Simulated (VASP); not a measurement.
Set up this calculation in VASP 6.6.1, as the native input.

- Task: single point
- Functional: PBEsol
- Potentials or basis: VASP PAW PBE potentials, release 64 (Pt, Se)
- Cutoff: 500 eV
- k mesh: 15 × 15 × 8
- Occupations: gaussian, width 0.1 eV
- Spin: no spin polarisation
- Dipole correction: no
- Further INCAR settings: ALGO = Normal; EDIFF = 1e-06; NBANDS = 18

The structure of PtSe2 (pbesol) lies in POSCAR:

```
PtSe2
1.0
    3.7599728626      0.0000000000      0.0000000000
   -1.8799864313      3.2562320165      0.0000000000
    0.0000000000      0.0000000000      4.8626020316
Pt Se
1 2
Direct
    0.0000000000      0.0000000000      0.0000000000
    0.3333333333      0.6666666667      0.2608579211
    0.6666666667      0.3333333333      0.7391420789
```

These files were run (other wordings do the same):

INCAR

```
ALGO = Normal
EDIFF = 1E-6
ENCUT = 500
GGA = PS
GGA_COMPAT = False
ISIF = 2
ISMEAR = 0
LASPH = True
LCHARG = False
LREAL = False
LWAVE = False
NBANDS = 18
NELM = 120
PREC = Accurate
SIGMA = 0.1
```

KPOINTS

```
k-points
0
Gamma
  15 15 8
```

Potentials or basis: VASP PAW PBE potentials, release 64 (Pt, Se).

Run with:

```bash
$ cat potpaw_PBE.64/Pt/POTCAR potpaw_PBE.64/Se/POTCAR > POTCAR
$ mpirun -np 1 vasp_std > vasp.out
```

It gave:

* Pressure: 0.1 GPa
* Largest force: 0.014 eV/Å
* Band gap on the k mesh: zero (band 11 reaches 7.31 eV, above the bottom of band 12 at 6.48 eV)

Caveat: the PAW data sets were made with another functional, which shifts forces and pressure a little; spin-orbit coupling is left out, which moves the levels of the heavy elements.

It used 110 s of CPU time on 1 thread of Intel Xeon 6975P-C, on a shared host.
